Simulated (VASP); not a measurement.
# PbSe (Clausthalite) (I4/mmm) in VASP: a series of runs

Runs on PbSe (Clausthalite). Level: PBE. Tasks: single point.

All numbers are computed with VASP 6.6.1; they aren't measurements. Logs are shortened: lines on timing, memory, paths and dates and some standing lists are left out, and cuts for length are marked.

### 1 The cell of the first run

Symmetry: I4/mmm, No. 139, tetragonal system. Conventional cell: a = 4.300 Å, b = 4.300 Å, c = 6.203 Å, α = 90.00°, β = 90.00°, γ = 90.00°. Within 4.0 Å of Pb (site symmetry 4/mmm) lie 6 Se at 3.04 to 3.10 Å. Within 4.0 Å of Se (site symmetry 4/mmm) lie 6 Pb at 3.04 to 3.10 Å.

### 2 Single point, PBE

Input file INCAR:

```
ALGO = Normal
EDIFF = 1E-6
ENCUT = 500
GGA = PE
GGA_COMPAT = F
ISIF = 2
ISMEAR = 0
LASPH = T
LCHARG = F
LREAL = F
LWAVE = F
NBANDS = 17
NELM = 120
PREC = Accurate
SIGMA = 0.05
```

Input file KPOINTS:

```
k-points
0
Gamma
  5 5 5
```

Input file POSCAR:

```
PbSe
1.0
    0.0000000000      3.0405135618      3.1013238330
    3.0405135618      0.0000000000      3.1013238330
    3.0405135618      3.0405135618      0.0000000000
Pb Se
1 1
Direct
    0.0000000000      0.0000000000      0.0000000000
    0.5000000000      0.5000000000      0.5000000000
```

Potentials or basis: VASP PAW PBE potentials, release 64 (Pb_d, Se).

Launch:

```console
$ cat potpaw_PBE.64/Pb_d/POTCAR potpaw_PBE.64/Se/POTCAR > POTCAR
$ mpirun -np 1 vasp_std > vasp.out
```

OUTCAR:

```text
EDIFF = 1E-6
   ENCUT = 500
   GGA = PE
   ISIF = 2
   ISMEAR = 0
   LASPH = T
   LREAL = F
   NELM = 120
   PREC = Accurate

 ion  position               nearest neighbor table
   1  0.000  0.000  0.000-   2 3.04   2 3.04   2 3.04   2 3.04   2 3.10   2 3.10
   2  0.500  0.500  0.500-   1 3.04   1 3.04   1 3.04   1 3.04   1 3.10   1 3.10

  LATTYP: Found a body centered tetragonal cell.
 ALAT       =     4.2999355157
 C/A-ratio  =     1.4424978336

  Lattice vectors:

 A1 = (  -3.0405135618,   0.0000000000,   3.1013238330)
 A2 = (   3.0405135618,   0.0000000000,   3.1013238330)
 A3 = (   0.0000000000,   3.0405135618,  -3.1013238330)

Analysis of symmetry for initial positions (statically):
=====================================================================
 Subroutine PRICEL returns:
 Original cell was already a primitive cell.

 Routine SETGRP: Setting up the symmetry group for a
 body centered tetragonal supercell.

 Subroutine GETGRP returns: Found 16 space group operations
 (whereof 16 operations were pure point group operations)
 out of a pool of 16 trial point group operations.

The static configuration has the point symmetry D_4h.

Analysis of symmetry for dynamics (positions and initial velocities):
=====================================================================
 Subroutine PRICEL returns:
 Original cell was already a primitive cell.

 Routine SETGRP: Setting up the symmetry group for a
 body centered tetragonal supercell.

 Subroutine GETGRP returns: Found 16 space group operations
 (whereof 16 operations were pure point group operations)
 out of a pool of 16 trial point group operations.

The dynamic configuration has the point symmetry D_4h.

 Subroutine INISYM returns: Found 16 space group operations
 (whereof 16 operations are pure point group operations),
 and found     1 'primitive' translations

----------------------------------------------------------------------------------------

                                     Primitive cell

  volume of cell :      57.3418

  direct lattice vectors                    reciprocal lattice vectors
     0.000000000  3.040513562  3.101323833    -0.164445904  0.164445904  0.161221474
     3.040513562  0.000000000  3.101323833     0.164445904 -0.164445904  0.161221474
     3.040513562  3.040513562  0.000000000     0.164445904  0.164445904 -0.161221474

  length of vectors
     4.343147734  4.343147734  4.299935516     0.282979282  0.282979282  0.282979282
[... 72 lines left out ...]
   ENCUT  =  500.0 eV  36.75 Ry    6.06 a.u.   7.92  7.92  7.84*2*pi/ulx,y,z
   NELM   =    120;   NELMIN=  2; NELMDL= -5     # of ELM steps
   EDIFF  = 0.1E-05   stopping-criterion for ELM
   LREAL  =      F    real-space projection
   EDIFFG = 0.1E-04   stopping-criterion for IOM
   NSW    =      0    number of steps for IOM
   IBRION =     -1    ionic relax: 0-MD 1-quasi-New 2-CG
   NFREE  =      0    steps in history (QN), initial steepest desc. (CG)
   ISIF   =      2    stress and relaxation
   ISYM   =      2    0-nonsym 1-usesym 2-fastsym
   POTIM  = 0.5000    time-step for ionic-motion
   TEBEG  =    0.0;   TEEND  =   0.0 temperature during run
   PSTRESS=    0.0 pullay stress
   NELECT =      20.0000    total number of electrons
   NUPDOWN=      -1.0000    fix difference up-down
   EMIN   =  10.00;   EMAX   =-10.00  energy-range for DOS
   EFERMI =   0.00;   METHOD = LEGACY
   ISMEAR =     0;   SIGMA  =   0.05  broadening in eV -4-tet -1-fermi 0-gaus
   EFERMI_NEDOS =   21; number of points for ismear=-14 and -15
   IALGO  =     38    algorithm
   IMIX   =      4    mixing-type and parameters
     AMIX     =   0.40;   BMIX     =  1.00
     AMIX_MAG =   1.60;   BMIX_MAG =  1.00
  volume/ion in A,a.u.               =      28.67       193.48
  Fermi-wavevector in a.u.,A,eV,Ry     =   1.152377  2.177676 18.068159  1.327972
  Thomas-Fermi vector in A             =   2.289028
   LORBIT       =      0    0 simple, 1 ext, 2 COOP (PROOUT), +10 PAW based schemes
   GGA     = PE    functional components
   LHFCALC =     F    Hartree Fock is set to
   AEXX    =    0.0000 exact exchange contribution
   IVDW    =     0    specifies the selected vdW correction
   LEPSILON=     F    determine dielectric tensor
   LRPA    =     F    only Hartree local field effects (RPA)
 non-spin polarized calculation
 Gauss-broadening in eV      SIGMA  =   0.05
  energy-cutoff  :      500.00
  volume of cell :       57.34
 maximum number of plane-waves:      1466
   NGX = 15   NGY = 15   NGZ = 15

 number of electron      19.9999999 magnetization

 Free energy of the ion-electron system (eV)
  ---------------------------------------------------
  ext. energy  EPLUGINS =         0.00000000
  ---------------------------------------------------
  free energy    TOTEN  =        -8.18421781 eV

  energy without entropy =       -8.18421781  energy(sigma->0) =       -8.18421781

 E-fermi :   5.0374     XC(G=0):  -9.5334

 val. band max:        4.7369448440   @ k =  -0.2000   0.2000   0.0000
 cond. band min:       5.8686649435   @ k =   0.4000   0.0000   0.0000
 fundamental gap:      1.1317200995
 Fermi energy:         5.0373720898

 k-point     1 :       0.0000    0.0000    0.0000
  band No.  band energies     occupation
      1     -11.7770      2.00000
      2     -11.7758      2.00000
      3     -11.7758      2.00000
      4     -11.7705      2.00000
      5     -11.7647      2.00000
      6      -8.5334      2.00000
[... 337 lines left out ...]
      4     -11.7538      2.00000
      5     -11.7264      2.00000
      6      -7.1620      2.00000
[... 9 lines left out ...]
     16      16.5783      0.00000
     17      16.5806      0.00000

------------------------ aborting loop because EDIFF is reached ----------------------------------------

  FORCE on cell =-STRESS in cart. coord.  units (eV):
  Direction    XX          YY          ZZ          XY          YZ          ZX
  --------------------------------------------------------------------------------------
  -------------------------------------------------------------------------------------
  Total        1.1078236      1.1078236      0.2549409      0.0000000     -0.0000000      0.0000000
  in kB       30.9535301     30.9535301      7.1232662      0.0000000     -0.0000000      0.0000000
  external PRESSURE =      23.0101088 kB  Pullay stress =       0.0000000 kB

 VOLUME and BASIS-vectors are now :
 -----------------------------------------------------------------------------
  energy-cutoff  :      500.00
  volume of cell :       57.34
      direct lattice vectors                 reciprocal lattice vectors
     0.000000000  3.040513562  3.101323833    -0.164445904  0.164445904  0.161221474
     3.040513562  0.000000000  3.101323833     0.164445904 -0.164445904  0.161221474
     3.040513562  3.040513562  0.000000000     0.164445904  0.164445904 -0.161221474

 POSITION                                       TOTAL-FORCE (eV/Angst)
 -----------------------------------------------------------------------------------
      0.00000      0.00000      0.00000        -0.000000     -0.000000     -0.000000
      3.04051      3.04051      3.10132         0.000000      0.000000      0.000000
 -----------------------------------------------------------------------------------
    total drift:                                0.000000     -0.000000     -0.000000

  FREE ENERGIE OF THE ION-ELECTRON SYSTEM (eV)
  ---------------------------------------------------
  free  energy   TOTEN  =        -8.1842178091 eV

  energy  without entropy=       -8.1842178091  energy(sigma->0) =       -8.18421781
```

Wall time 9.5 s (1 thread of AMD EPYC 9R45 (Zen 5), shared host); peak memory 0.15 GiB.

What came out:

* Free energy: -8.1842 eV
* Pressure: 2.3 GPa
* Band gap on the k mesh: 1.13 eV, indirect (least direct gap 1.18 eV)

Levels at points of the mesh, in eV from the valence-band top:
| k point | band 6 | band 7 | band 8 | band 9 | band 10 | band 11 | band 12 | band 13 | band 14 | band 15 |
| --- | --- | --- | --- | --- | --- | --- | --- | --- | --- | --- |
| (0.00, 0.00, 0.00) | -13.27 | -5.97 | -1.61 | -1.61 | -1.44 | 4.75 | 5.19 | 5.19 | 6.77 | 6.89 |

Caveat: spin-orbit coupling is left out, which moves the levels of the heavy elements. A k mesh can miss the band edges.

### 3 Single point, PBE

INCAR is that of step 2.

KPOINTS is that of step 2.

Input file POSCAR:

```
PbSe
1.0
    0.0000000000      3.0208967991      3.1417326711
    3.0208967991      0.0000000000      3.1417326711
    3.0208967991      3.0208967991      0.0000000000
Pb Se
1 1
Direct
    0.0000000000      0.0000000000      0.0000000000
    0.5000000000      0.5000000000      0.5000000000
```

Potentials or basis: VASP PAW PBE potentials, release 64 (Pb_d, Se).

Launch:

```console
$ cat potpaw_PBE.64/Pb_d/POTCAR potpaw_PBE.64/Se/POTCAR > POTCAR
$ mpirun -np 1 vasp_std > vasp.out
```

Run time: 9.7 s. Hardware: 1 thread of AMD EPYC 9R45 (Zen 5), shared host; peak memory 0.15 GiB.

Results (log left out):

```
Free energy            : -8.1681 eV
Pressure               : 2.5 GPa
Band gap on the k mesh : 1.05 eV, indirect (least direct gap 1.15 eV)
```

Stress tensor (GPa, compression positive):
```
 3.99  0.00  0.00
 0.00  3.99  0.00
 0.00  0.00 -0.58
```

Levels at points of the mesh, in eV from the valence-band top:
| k point | band 7 | band 8 | band 9 | band 10 | band 11 | band 12 | band 13 | band 14 |
| --- | --- | --- | --- | --- | --- | --- | --- | --- |
| (0.00, 0.00, 0.00) | -6.03 | -1.74 | -1.74 | -1.40 | 4.41 | 5.28 | 5.28 | 6.63 |

Caveat: spin-orbit coupling is left out, which moves the levels of the heavy elements. A k mesh can miss the band edges.
